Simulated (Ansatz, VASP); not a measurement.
# HgTe in VASP and in Ansatz

```
Hg Te
1.0
     0.00000    3.18000    3.18000
     3.18000    0.00000    3.18000
     3.18000    3.18000    0.00000
Hg Te
1 1
Direct
  0.00000 0.00000 0.00000
  0.50000 0.50000 0.50000
```

Alike in both runs: task relaxation of cell and atoms; functional revPBE; k mesh 7 × 7 × 7; occupations fermi-dirac, width 0.05 eV; no spin polarisation.

```csv
,VASP,Ansatz
version,VASP 6.6.1,Ansatz 0.2.0
potentials or method,"VASP PAW PBE potentials, release 64 (Hg, Te)",Ansatz PAW
plane-wave cutoff (eV),600,420
valence electrons in the cell,18,36
```

|  | VASP | Ansatz | Ansatz less VASP |
| --- | --- | --- | --- |
| gap on the k mesh at the Fermi level, each at its own relaxed structure (eV) | none | none | - |
| relaxed volume (Å³/atom) | 29.90 | 29.80 | -0.100 |
| relaxed cell length with the largest relative difference (Å) | 4.389 | 4.384 | -0.0049 |

VASP's potentials were made for PBE, not for revPBE. A gap of «none» marks a metal or a gap that the smearing closes. VASP's potentials hold 18 valence electrons a cell and Ansatz's 36, so a difference there can come from the potentials and not from the codes.

Spin-orbit coupling is off throughout. Noted on Ansatz's run: the plane-wave basis is chosen anew once the cell has moved, so the energies of steps on either side of that aren't comparable.
